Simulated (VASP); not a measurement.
A run of VASP 6.6.1 is set up as follows.

Contents of INCAR:

```
SYSTEM = NaCl
  PREC = Accurate
  ENCUT = 400
  EDIFF = 1E-8
  ISMEAR = -1
  SIGMA = 0.02
  LREAL = .FALSE.
  LASPH = .TRUE.
  NELM = 120
  ALGO = Normal
  ISIF = 2
  LWAVE = .FALSE.
  LCHARG = .FALSE.
  GGA = PE
  LEFG = .TRUE.
  NBANDS = 14
  GGA_COMPAT = .FALSE.
```

KPOINTS

```
Automatic mesh
0
G
  8 8 8
  0 0 0
```

POSCAR

```
NaCl
1.0
    2.8600000000      0.0000000000      0.0000000000
    0.0000000000      2.8600000000      0.0000000000
    0.0000000000      0.0000000000      2.8600000000
Na Cl
1 1
Direct
    0.0000000000      0.0000000000      0.0000000000
    0.5000000000      0.5000000000      0.5000000000
```

Potentials or basis: VASP PAW PBE potentials, release 64 (Na_pv, Cl).

The run is started by

```sh
$ cat potpaw_PBE.64/Na_pv/POTCAR potpaw_PBE.64/Cl/POTCAR > POTCAR
$ mpirun -np 1 vasp_std > vasp.out
```

(1) Predict the pressure.

(2) What does it give for the band gap on the k mesh?

## Answers

(1) 64.9 GPa.

(2) 4.42 eV, direct.

Caveat: without QUAD_EFG the Cq values of the log hold for a quadrupole moment of 1 mb, not for the nuclei.
